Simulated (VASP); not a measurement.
# Ga2O3 (C2/m) in VASP: single point with LDA

Aim: the single point of Ga2O3 with LDA.

Program: VASP 6.6.1. These are calculated values, not measurements. Logs are shortened: lines on timing, memory, paths and dates and some standing lists are left out, and cuts for length are marked.

### 1 The cell of the first run

The structure is monoclinic, space group C2/m (No. 12). The conventional cell has a = 12.214 Å, b = 3.037 Å, c = 5.798 Å, α = 90.00°, β = 103.83°, γ = 90.00°. Within 2.4 Å of Ga (site symmetry m) lie 4 O at 1.83 to 1.86 Å. Within 2.6 Å of Ga (site symmetry m) lie 6 O at 1.94 to 2.07 Å. Within 2.4 Å of O (site symmetry m) lie 3 Ga at 1.83 to 1.94 Å. O (site symmetry m) has 4 Ga at 1.86 to 2.07 Å within 2.5 Å. O (site symmetry m) has 3 Ga at 1.83 to 1.94 Å within 2.4 Å.

### 2 Single point, LDA

File INCAR:

```
SYSTEM = Ga2O3
PREC = Accurate
ENCUT = 520
EDIFF = 1E-6
ISMEAR = 0
SIGMA = 0.1
LREAL = .FALSE.
LASPH = .TRUE.
NELM = 60
ALGO = Normal
ISIF = 2
LWAVE = .FALSE.
LCHARG = .FALSE.
NBANDS = 55
```

File KPOINTS:

```
Automatic mesh
0
G
  6 6 4
  0 0 0
```

File POSCAR:

```
Ga2O3
1.0
    6.1070000000     -1.5185500000      0.0000000000
    6.1070000000      1.5185500000      0.0000000000
   -1.3859889000      0.0000000000      5.6300087400
Ga O
4 6
Direct
    0.0905000000      0.0905000000      0.7946000000
    0.9095000000      0.9095000000      0.2054000000
    0.6586600000      0.6586600000      0.3140200000
    0.3413400000      0.3413400000      0.6859800000
    0.1645000000      0.1645000000      0.1098000000
    0.8355000000      0.8355000000      0.8902000000
    0.1733000000      0.1733000000      0.5632000000
    0.8267000000      0.8267000000      0.4368000000
    0.4959000000      0.4959000000      0.2566000000
    0.5041000000      0.5041000000      0.7434000000
```

Potentials or basis: VASP PAW LDA potentials, release 64 (Ga_d, O).

Command:

```
$ cat potpaw_LDA.64/Ga_d/POTCAR potpaw_LDA.64/O/POTCAR > POTCAR
$ mpirun -np 1 vasp_std > vasp.out
```

OUTCAR:

```text
SYSTEM = Ga2O3
   PREC = Accurate
   ENCUT = 520
   EDIFF = 1E-6
   ISMEAR = 0
   LREAL = .FALSE.
   LASPH = .TRUE.
   NELM = 60
   ISIF = 2

 ion  position               nearest neighbor table
   1  0.090  0.090  0.795-  10 1.83  10 1.83   5 1.83   7 1.86
   2  0.910  0.910  0.205-   9 1.83   9 1.83   6 1.83   8 1.86
   3  0.659  0.659  0.314-   9 1.94   5 1.94   5 1.94   8 2.01   7 2.07   7 2.07
   4  0.341  0.341  0.686-  10 1.94   6 1.94   6 1.94   7 2.01   8 2.07   8 2.07
   5  0.164  0.164  0.110-   1 1.83   3 1.94   3 1.94
   6  0.836  0.836  0.890-   2 1.83   4 1.94   4 1.94
   7  0.173  0.173  0.563-   1 1.86   4 2.01   3 2.07   3 2.07
   8  0.827  0.827  0.437-   2 1.86   3 2.01   4 2.07   4 2.07
   9  0.496  0.496  0.257-   2 1.83   2 1.83   3 1.94
  10  0.504  0.504  0.743-   1 1.83   1 1.83   4 1.94

  LATTYP: Found a base centered monoclinic cell.
 ALAT       =    12.2140000000
 B/A-ratio  =     0.2486572785
 C/A-ratio  =     0.4747093502
 COS(beta)  =    -0.2390419102

  Lattice vectors:

 A1 = (   6.1070000000,  -1.5185500000,   0.0000000000)
 A2 = (   6.1070000000,   1.5185500000,   0.0000000000)
 A3 = (  -1.3859889000,   0.0000000000,   5.6300087400)

Analysis of symmetry for initial positions (statically):
=====================================================================
 Subroutine PRICEL returns:
 Original cell was already a primitive cell.

 Routine SETGRP: Setting up the symmetry group for a
 base centered monoclinic supercell.

 Subroutine GETGRP returns: Found  4 space group operations
 (whereof  4 operations were pure point group operations)
 out of a pool of  4 trial point group operations.

The static configuration has the point symmetry C_2h.

Analysis of symmetry for dynamics (positions and initial velocities):
=====================================================================
 Subroutine PRICEL returns:
 Original cell was already a primitive cell.

 Routine SETGRP: Setting up the symmetry group for a
 base centered monoclinic supercell.

 Subroutine GETGRP returns: Found  4 space group operations
 (whereof  4 operations were pure point group operations)
 out of a pool of  4 trial point group operations.

The dynamic configuration has the point symmetry C_2h.

 Subroutine INISYM returns: Found  4 space group operations
 (whereof  4 operations are pure point group operations),
 and found     1 'primitive' translations

----------------------------------------------------------------------------------------

                                     Primitive cell

  volume of cell :     104.4230

  direct lattice vectors                    reciprocal lattice vectors
     6.107000000 -1.518550000  0.000000000     0.081873260 -0.329261467  0.020155462
     6.107000000  1.518550000  0.000000000     0.081873260  0.329261467  0.020155462
    -1.385988900  0.000000000  5.630008740     0.000000000  0.000000000  0.177619618

  length of vectors
     6.292967750  6.292967750  5.798100003     0.339886138  0.339886138  0.177619618

  position of ions in fractional coordinates (direct lattice)
     0.090500000  0.090500000  0.794600000
     0.909500000  0.909500000  0.205400000
     0.658660000  0.658660000  0.314020000
     0.341340000  0.341340000  0.685980000
     0.164500000  0.164500000  0.109800000
     0.835500000  0.835500000  0.890200000
     0.173300000  0.173300000  0.563200000
     0.826700000  0.826700000  0.436800000
     0.495900000  0.495900000  0.256600000
     0.504100000  0.504100000  0.743400000

  ion indices of the primitive-cell ions
   primitive index   ion index
                 1           1
                 2           2
                 3           3
                 4           4
                 5           5
                 6           6
                 7           7
                 8           8
                 9           9
                10          10

----------------------------------------------------------------------------------------

 KPOINTS: Automatic mesh

Automatic generation of k-mesh.
 Grid dimensions read from file:
 generate k-points for:    6    6    4

 Generating k-lattice:

  Cartesian coordinates                     Fractional coordinates (reciprocal lattice)
     0.013645543 -0.054876911  0.003359244     0.166666667 -0.000000000  0.000000000
     0.013645543  0.054876911  0.003359244    -0.000000000  0.166666667  0.000000000
     0.000000000  0.000000000  0.044404904     0.000000000  0.000000000  0.250000000

  Length of vectors
     0.056647690  0.056647690  0.044404904

  Shift w.r.t. Gamma in fractional coordinates (k-lattice)
     0.000000000  0.000000000  0.000000000

 Subroutine IBZKPT returns following result:
 ===========================================

 Found     47 irreducible k-points:

 Following reciprocal coordinates:
            Coordinates               Weight
  0.000000  0.000000  0.000000      1.000000
  0.166667  0.000000  0.000000      4.000000
  0.333333  0.000000  0.000000      4.000000
  0.500000  0.000000 -0.000000      2.000000
  0.166667  0.166667  0.000000      2.000000
  0.333333  0.166667 -0.000000      4.000000
[... 16 lines left out ...]
 -0.333333  0.166667  0.250000      4.000000
 -0.166667  0.166667  0.250000      4.000000
 [... further k-points ...]
   k-points           NKPTS =     47   k-points in BZ     NKDIM =     47   number of bands    NBANDS=     55
   number of dos      NEDOS =    301   number of ions     NIONS =     10
   total plane-waves  NPLWV = 110592
   dimension x,y,z NGX =    48 NGY =   48 NGZ =   48
   dimension x,y,z NGXF=    96 NGYF=   96 NGZF=   96
   ions per type =               4   6
   NGX,Y,Z   is equivalent  to a cutoff of  12.68, 12.68, 13.76 a.u.
   NGXF,Y,Z  is equivalent  to a cutoff of  25.36, 25.36, 27.53 a.u.
 SYSTEM =  Ga2O3
   PREC   = accura    normal or accurate (medium, high low for compatibility)
   ISTART =      0    job   : 0-new  1-cont  2-samecut
   ICHARG =      2    charge: 1-file 2-atom 10-const
   ISPIN  =      1    spin polarized calculation?
   LNONCOLLINEAR =      F non collinear calculations
   LSORBIT =      F    spin-orbit coupling
   LASPH  =      T    aspherical Exc in radial PAW
   ENCUT  =  520.0 eV  38.22 Ry    6.18 a.u.  11.70 11.70 10.78*2*pi/ulx,y,z
   NELM   =     60;   NELMIN=  2; NELMDL= -5     # of ELM steps
   EDIFF  = 0.1E-05   stopping-criterion for ELM
   LREAL  =      F    real-space projection
   EDIFFG = 0.1E-04   stopping-criterion for IOM
   NSW    =      0    number of steps for IOM
   IBRION =     -1    ionic relax: 0-MD 1-quasi-New 2-CG
   NFREE  =      0    steps in history (QN), initial steepest desc. (CG)
   ISIF   =      2    stress and relaxation
   ISYM   =      2    0-nonsym 1-usesym 2-fastsym
   POTIM  = 0.5000    time-step for ionic-motion
   TEBEG  =    0.0;   TEEND  =   0.0 temperature during run
   PSTRESS=    0.0 pullay stress
   NELECT =      88.0000    total number of electrons
   NUPDOWN=      -1.0000    fix difference up-down
   EMIN   =  10.00;   EMAX   =-10.00  energy-range for DOS
   EFERMI =   0.00;   METHOD = LEGACY
   ISMEAR =     0;   SIGMA  =   0.10  broadening in eV -4-tet -1-fermi 0-gaus
   EFERMI_NEDOS =   21; number of points for ismear=-14 and -15
   IALGO  =     38    algorithm
   IMIX   =      4    mixing-type and parameters
     AMIX     =   0.40;   BMIX     =  1.00
     AMIX_MAG =   1.60;   BMIX_MAG =  1.00
  volume/ion in A,a.u.               =      10.44        70.47
  Fermi-wavevector in a.u.,A,eV,Ry     =   1.546335  2.922150 32.533613  2.391153
  Thomas-Fermi vector in A             =   2.651586
   LORBIT       =      0    0 simple, 1 ext, 2 COOP (PROOUT), +10 PAW based schemes
   GGA     = CA    functional components
   LHFCALC =     F    Hartree Fock is set to
   AEXX    =    0.0000 exact exchange contribution
   IVDW    =     0    specifies the selected vdW correction
   LEPSILON=     F    determine dielectric tensor
   LRPA    =     F    only Hartree local field effects (RPA)
 non-spin polarized calculation
 Gauss-broadening in eV      SIGMA  =   0.10
  energy-cutoff  :      520.00
  volume of cell :      104.42
 maximum number of plane-waves:      2846
   NGX = 23   NGY = 23   NGZ = 21

 number of electron      88.0000020 magnetization

 Free energy of the ion-electron system (eV)
  ---------------------------------------------------
  ext. energy  EPLUGINS =         0.00000000
  ---------------------------------------------------
  free energy    TOTEN  =       -68.22241969 eV

  energy without entropy =      -68.22241969  energy(sigma->0) =      -68.22241969

 E-fermi :   4.0727     XC(G=0): -12.2167

 val. band max:        3.6163073824   @ k =   0.5000   0.5000   0.5000
 cond. band min:       5.9581283467   @ k =   0.0000   0.0000   0.0000
 fundamental gap:      2.3418209644
 Fermi energy:         4.0727053330

 k-point     1 :       0.0000    0.0000    0.0000
  band No.  band energies     occupation
      1     -15.1319      2.00000
      2     -13.9175      2.00000
      3     -13.8832      2.00000
      4     -13.7705      2.00000
      5     -13.2654      2.00000
      6     -13.2592      2.00000
[... 47 lines left out ...]
     54      15.7385      0.00000
     55      16.0609      0.00000

 k-point     2 :       0.1667    0.0000    0.0000
  band No.  band energies     occupation
      1     -14.9105      2.00000
      2     -13.8781      2.00000
      3     -13.8310      2.00000
      4     -13.6344      2.00000
      5     -13.2761      2.00000
      6     -13.2639      2.00000
[... 47 lines left out ...]
     54      14.6008      0.00000
     55      14.6589      0.00000

 k-point     3 :       0.3333    0.0000    0.0000
  band No.  band energies     occupation
      1     -14.3673      2.00000
      2     -13.7823      2.00000
      3     -13.6716      2.00000
      4     -13.5140      2.00000
      5     -13.2792      2.00000
      6     -13.2716      2.00000
[... 1152 lines left out ...]
 k-point    23 :      -0.3333    0.1667    0.2500
  band No.  band energies     occupation
      1     -13.8945      2.00000
      2     -13.7298      2.00000
      3     -13.6431      2.00000
      4     -13.5540      2.00000
      5     -13.3019      2.00000
      6     -13.2850      2.00000
[... 47 lines left out ...]
     54      15.1519      0.00000
     55      15.5401      0.00000

 k-point    24 :      -0.1667    0.1667    0.2500
  band No.  band energies     occupation
      1     -14.3275      2.00000
      2     -13.7868      2.00000
      3     -13.6764      2.00000
      4     -13.5044      2.00000
      5     -13.3392      2.00000
      6     -13.2600      2.00000
[... 47 lines left out ...]
     54      14.5329      0.00000
     55      15.1917      0.00000

 [... further k-points ...]
[... 5 lines left out ...]
  --------------------------------------------------------------------------------------
  -------------------------------------------------------------------------------------
  Total       -1.4459333     -1.3556743     -1.8049644      0.0000000      0.0000000      0.0113017
  in kB      -22.1851699    -20.8003128    -27.6938374      0.0000000      0.0000000      0.1734034
  external PRESSURE =     -23.5597734 kB  Pullay stress =       0.0000000 kB

 VOLUME and BASIS-vectors are now :
 -----------------------------------------------------------------------------
  energy-cutoff  :      520.00
  volume of cell :      104.42
      direct lattice vectors                 reciprocal lattice vectors
     6.107000000 -1.518550000  0.000000000     0.081873260 -0.329261467  0.020155462
     6.107000000  1.518550000  0.000000000     0.081873260  0.329261467  0.020155462
    -1.385988900  0.000000000  5.630008740     0.000000000  0.000000000  0.177619618

 POSITION                                       TOTAL-FORCE (eV/Angst)
 -----------------------------------------------------------------------------------
      0.00406      0.00000      4.47360         0.046059      0.000000      0.052875
     10.82395      0.00000      1.15640        -0.046059      0.000000     -0.052875
      7.60965      0.00000      1.76794        -0.015641      0.000000      0.050561
      3.21837      0.00000      3.86207         0.015641      0.000000     -0.050561
      1.85702      0.00000      0.61817        -0.020122      0.000000     -0.027226
      8.97099      0.00000      5.01183         0.020122      0.000000      0.027226
      1.33610      0.00000      3.17082         0.054653      0.000000     -0.063239
      9.49191      0.00000      2.45919        -0.054653      0.000000      0.063239
      5.70128      0.00000      1.44466         0.096921      0.000000      0.007512
      5.12673      0.00000      4.18535        -0.096921      0.000000     -0.007512
 -----------------------------------------------------------------------------------
    total drift:                                0.000000      0.000000      0.000000

  FREE ENERGIE OF THE ION-ELECTRON SYSTEM (eV)
  ---------------------------------------------------
  free  energy   TOTEN  =       -68.2224196885 eV

  energy  without entropy=      -68.2224196884  energy(sigma->0) =      -68.22241969
```

Run time: 8.8 min. Hardware: 1 thread of Intel Xeon Platinum 8259CL at 2.50GHz (Skylake/Cascade Lake), shared host; peak memory 0.37 GiB.

Results:

| Item | Value |
| --- | --- |
| Free energy | -68.2224 eV |
| Pressure | -2.4 GPa |
| Largest force | 0.097 eV/Å |
| Band gap on the k mesh | 2.34 eV (least direct gap 2.36 eV) |

Forces in eV/Å, atoms in the order of the input:
```
Ga   0.046  0.000  0.053
Ga  -0.046  0.000 -0.053
Ga  -0.016  0.000  0.051
Ga   0.016  0.000 -0.051
O   -0.020  0.000 -0.027
O    0.020  0.000  0.027
O    0.055  0.000 -0.063
O   -0.055  0.000  0.063
O    0.097  0.000  0.008
O   -0.097  0.000 -0.008
```

Levels at points of the mesh, in eV from the valence-band top:
```csv
k point,band 40,band 41,band 42,band 43,band 44,band 45,band 46,band 47,band 48,band 49
"(0.00, 0.00, 0.00)",-0.69,-0.67,-0.48,-0.28,-0.02,2.34,5.56,6.54,6.63,7.60
"(0.50, 0.00, 0.00)",-1.31,-0.78,-0.73,-0.47,-0.11,5.47,6.38,7.10,7.32,7.89
"(0.50, 0.50, 0.00)",-1.10,-0.68,-0.68,-0.42,-0.15,4.48,4.74,5.61,6.45,7.81
"(0.00, 0.00, 0.50)",-1.44,-0.67,-0.64,-0.51,-0.30,4.70,4.81,6.61,7.05,7.59
"(0.50, 0.00, 0.50)",-1.26,-1.13,-1.06,-0.75,-0.65,6.76,6.79,7.68,7.87,8.28
"(0.50, 0.50, 0.50)",-0.72,-0.65,-0.62,-0.60,0.00,5.10,5.21,6.15,6.42,6.77
```

A k mesh can miss the band edges. Expect the measured gap to be larger: semilocal functionals such as LDA lack the derivative discontinuity.
